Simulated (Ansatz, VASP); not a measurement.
## ZnCd2Se3: VASP beside Ansatz

Contents of INCAR:

```
SYSTEM = ZnCd2Se3
ALGO = Normal
EDIFF = 1E-7
EDIFFG = -0.01
ENCUT = 600
GGA = PE
IBRION = 2
ISIF = 3
ISMEAR = 0
LASPH = .TRUE.
LCHARG = .FALSE.
LREAL = .FALSE.
LWAVE = .FALSE.
NELM = 60
NSW = 100
PREC = Accurate
SIGMA = 0.02
```

The input KPOINTS:

```
k-points
0
G
  12 12 4
  0 0 0
```

POSCAR

```
ZnCd2Se3
1.0
    4.2677197724      0.0000000000      0.0000000000
   -2.1338598862      3.6959537391      0.0000000000
    0.0000000000      0.0000000000     10.5188952057
Zn Cd Se
1 2 3
Direct
    0.6666666667      0.3333333333      0.6674218531
    0.0000000000      0.0000000000      0.9910170628
    0.3333333333      0.6666666667      0.3388367889
    0.0000000000      0.0000000000      0.7362352966
    0.6666666667      0.3333333333      0.4315449822
    0.3333333333      0.6666666667      0.0849440164
```

Input for Ansatz:

```yaml
crystal:
  lattice:
    - [4.2677197724, 0.0, 0.0]
    - [-2.1338598862, 3.6959537391, 0.0]
    - [0.0, 0.0, 10.5188952057]
  atoms:
    - { symbol: Zn, position: [0.6666666667, 0.3333333333, 0.6674218531] }
    - { symbol: Cd, position: [0.0, 0.0, 0.9910170628] }
    - { symbol: Cd, position: [0.3333333333, 0.6666666667, 0.3388367889] }
    - { symbol: Se, position: [0.0, 0.0, 0.7362352966] }
    - { symbol: Se, position: [0.6666666667, 0.3333333333, 0.4315449822] }
    - { symbol: Se, position: [0.3333333333, 0.6666666667, 0.0849440164] }
basis:
  ecutwfc: 420
kpoints:
  mp_grid: { grid: [12, 12, 4] }
hamiltonian:
  xc: pbe
scf:
  occupations: { method: gaussian, width: 0.02 }
output:
  forces: true
  stress: true
  eigenvalues: true
  write_density: true
  write_potential: true
  elf: true
  volumetric_format: npy
relax:
  adjacent_minimum: "off"
  f_tol: 0.01
  max_steps: 80
  cell: { stress_tol: 0.05 }
```

Alike in both runs: task relaxation of cell and atoms; functional PBE; k mesh 12 × 12 × 4; occupations gaussian, width 0.02 eV; no spin polarisation.

```csv
,VASP,Ansatz
version,VASP 6.6.1,Ansatz 0.2.0
potentials or method,"VASP PAW PBE potentials, release 64 (Zn, Cd, Se), cutoff 600 eV","scalar-relativistic, plane waves, PAW"
valence electrons in the cell,54,100
```

VASP gave:

* gap on the k mesh at the Fermi level, each at its own relaxed structure (eV): 0.54
* relaxed volume (Å³/atom): 27.74
* relaxed cell length with the largest relative difference (Å): 4.272

Which values does Ansatz return?

gap on the k mesh at the Fermi level, each at its own relaxed structure (eV): 0.55; relaxed volume (Å³/atom): 27.62; relaxed cell length with the largest relative difference (Å): 4.265.

VASP's potentials hold 54 valence electrons a cell and Ansatz's 100, so a difference there can come from the potentials and not from the codes.
